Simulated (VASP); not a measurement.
Input of a VASP 6.6.1 run:

The input INCAR:

```
SYSTEM = TaN
  ALGO = Normal
  EDIFF = 1E-6
  ENCUT = 700
  GGA = PE
  GGA_COMPAT = .False.
  ISIF = 2
  ISMEAR = -1
  LASPH = .True.
  LCHARG = .False.
  LREAL = .False.
  LWAVE = .False.
  NBANDS = 26
  NELM = 120
  PREC = Accurate
  SIGMA = 0.08
```

KPOINTS

```
k-points
0
Gamma
  11 11 6
  0 0 0
```

The input POSCAR:

```
TaN
1.0
    2.9173303815      0.0000000000      0.0000000000
   -1.4586651908      2.5264822216      0.0000000000
    0.0000000000      0.0000000000      5.9155750525
Ta N
2 2
Direct
    0.0000000000      0.0000000000      0.0000000000
    0.0000000000      0.0000000000      0.5000000000
    0.3333333333      0.6666666667      0.2500000000
    0.6666666667      0.3333333333      0.7500000000
```

Potentials or basis: VASP PAW PBE potentials, release 64 (Ta_sv_GW, N).

The run is started by

```bash
$ cat potpaw_PBE.64/Ta_sv_GW/POTCAR potpaw_PBE.64/N/POTCAR > POTCAR
$ mpirun -np 1 vasp_std > vasp.out
```

Q: Estimate the band gap on the k mesh.

A: Zero (bands 18 and 19 overlap by 1.10 eV).

Q: Predict the pressure.

A: -0.1 GPa.

Stress tensor (GPa, compression positive):
```
-0.15  0.00  0.00
 0.00 -0.15  0.00
 0.00  0.00 -0.07
```

Caveat: spin-orbit coupling is left out, which moves the levels of the heavy elements.
